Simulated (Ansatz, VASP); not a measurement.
AlSi23HO48: VASP beside Ansatz

```
CELL_PARAMETERS angstrom
9.83160 0.00000 0.00000
-4.91580 8.51441 0.00000
0.00000 0.00000 10.81820
ATOMIC_POSITIONS crystal
Si 0.27079 0.00015 0.16023
Si 0.00311 0.27388 0.33726
Si 0.22577 0.23272 0.00106
Si 0.26626 0.99635 0.66158
Si 0.99733 0.26954 0.83715
Si 0.23246 0.22407 0.49660
Si 0.26838 0.50202 0.16888
Si 0.00460 0.77041 0.33325
Si 0.23075 0.72808 0.99527
Si 0.99830 0.76606 0.83163
Si 0.23774 0.73554 0.49726
Si 0.76902 0.00998 0.16579
Si 0.49877 0.26303 0.32820
Si 0.72711 0.23496 0.99833
Si 0.76994 0.00285 0.66561
Si 0.48972 0.26907 0.82993
Si 0.73085 0.23360 0.50056
Si 0.76876 0.50191 0.16919
Si 0.50087 0.77287 0.33079
Si 0.74444 0.74466 0.00645
Si 0.75748 0.50063 0.66414
Si 0.50876 0.77017 0.84005
Si 0.73678 0.74008 0.49528
O 0.06700 0.20146 0.44238
O 0.29337 0.36357 0.11091
O 0.14244 0.43808 0.28162
O 0.20473 0.06878 0.05358
O 0.35637 0.28341 0.38113
O 0.43744 0.13642 0.21519
O 0.05727 0.20094 0.95008
O 0.30109 0.34612 0.60882
O 0.13444 0.43353 0.78725
O 0.20073 0.05380 0.54667
O 0.35299 0.29618 0.88785
O 0.42709 0.13776 0.72148
O 0.07156 0.71361 0.44681
O 0.30131 0.86718 0.09818
O 0.14159 0.93030 0.27060
O 0.20289 0.56748 0.05903
O 0.36420 0.80360 0.38312
O 0.43535 0.64070 0.22163
O 0.06615 0.70237 0.94070
O 0.30415 0.86412 0.61004
O 0.13527 0.92727 0.77156
O 0.21527 0.57371 0.54738
O 0.35596 0.77876 0.88022
O 0.45522 0.62068 0.73690
O 0.56746 0.20103 0.43809
O 0.79211 0.36397 0.10917
O 0.63540 0.43190 0.27653
O 0.69824 0.06889 0.05457
O 0.86991 0.30558 0.39763
O 0.93027 0.15143 0.22209
O 0.56573 0.21551 0.93992
O 0.77804 0.35689 0.61509
O 0.61637 0.44059 0.76892
O 0.70681 0.06948 0.55560
O 0.85424 0.29268 0.88760
O 0.93113 0.13755 0.72655
O 0.57139 0.71435 0.44206
O 0.80850 0.87856 0.11256
O 0.63890 0.93752 0.27499
O 0.71264 0.57825 0.06095
O 0.86704 0.80139 0.38565
O 0.93444 0.63426 0.22733
O 0.57715 0.71789 0.95441
O 0.79784 0.86549 0.60931
O 0.63403 0.92975 0.77281
O 0.70533 0.57295 0.55080
O 0.86631 0.80038 0.89095
O 0.92055 0.63170 0.72558
Al 0.26001 0.48562 0.66354
H 0.50668 0.56731 0.74752
```

Alike in both runs: task single point; functional PBE; k mesh 1 × 1 × 1; occupations gaussian, width 0.02 eV; no spin polarisation.

|  | VASP | Ansatz |
| --- | --- | --- |
| version | VASP 6.6.1 | Ansatz 0.2.0 |
| potentials or method | VASP PAW PBE potentials, release 64 (Si, O, Al, H) | scalar-relativistic, plane waves, PAW |
| plane-wave cutoff (eV) | 520 | 420 |
| valence electrons in the cell | 384 | 384 |

Ansatz gave:

| Quantity | Value |
| --- | --- |
| gap on the k mesh at the Fermi level (eV) | 5.42 |
| least direct gap on the mesh (eV) | 5.42 |

What did VASP give for the same quantities?

gap on the k mesh at the Fermi level (eV): 5.41; least direct gap on the mesh (eV): 5.41.

The functional is the same, so the differences come from potentials, cutoffs and numerics.
